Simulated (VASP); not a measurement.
## NaI: single point with PBE

Crystal: NaI.

```xyz
2
Lattice="0.0000 3.1879 3.3335 3.1879 0.0000 3.3335 3.1879 3.1879 0.0000" Properties=species:S:1:pos:R:3 pbc="T T T"
Na    0.0000    0.0000    0.0000
I     3.1879    3.1879    3.3335
```

This cell differs from its parent crystal: strain -0.015 along x and y, +0.030 along z.

```yaml
Program: VASP 6.6.1
Task: single point
Functional: PBE
Potentials_or_basis: VASP PAW PBE potentials, release 64 (Na_pv, I)
Cutoff: 520 eV
k_mesh: 6 × 6 × 6
Occupations: gaussian, width 0.05 eV
Spin: no spin polarisation
Dipole_correction: no
Further_INCAR_settings: ALGO = Normal; EDIFF = 1e-07; NBANDS = 14
```

| Property | Result |
| --- | --- |
| Pressure | 0.5 GPa |
| Band gap on the k mesh | 3.62 eV |

Stress tensor (GPa, compression positive):
```
 0.88  0.00  0.00
 0.00  0.88  0.00
 0.00  0.00 -0.19
```

Levels at points of the mesh, in eV from the valence-band top:
| k point | band 3 | band 4 | band 5 | band 6 | band 7 | band 8 | band 9 | band 10 | band 11 | band 12 |
| --- | --- | --- | --- | --- | --- | --- | --- | --- | --- | --- |
| (0.00, 0.00, 0.00) | -22.46 | -11.05 | -0.04 | -0.04 | 0.00 | 3.62 | 7.71 | 8.01 | 8.01 | 9.46 |
| (0.50, 0.00, 0.00) | -22.46 | -10.73 | -2.21 | -0.35 | -0.27 | 5.06 | 7.27 | 7.59 | 8.71 | 10.28 |
| (0.50, 0.50, 0.00) | -22.46 | -10.69 | -1.93 | -0.70 | -0.70 | 4.52 | 5.60 | 9.63 | 11.41 | 11.41 |
| (0.50, 0.00, 0.50) | -22.46 | -10.64 | -1.93 | -0.90 | -0.72 | 4.46 | 5.50 | 9.95 | 10.86 | 11.49 |

It took 22 s on 1 thread of Intel(R) Xeon(R) Platinum 8259CL CPU @ 2.50GHz (Skylake/Cascade Lake), with other jobs on the host, peak memory 0.21 GiB.

Caveat: the cell differs from its parent crystal (strain -0.015 along x and y, +0.030 along z); spin-orbit coupling is left out, which moves the levels of the heavy elements.
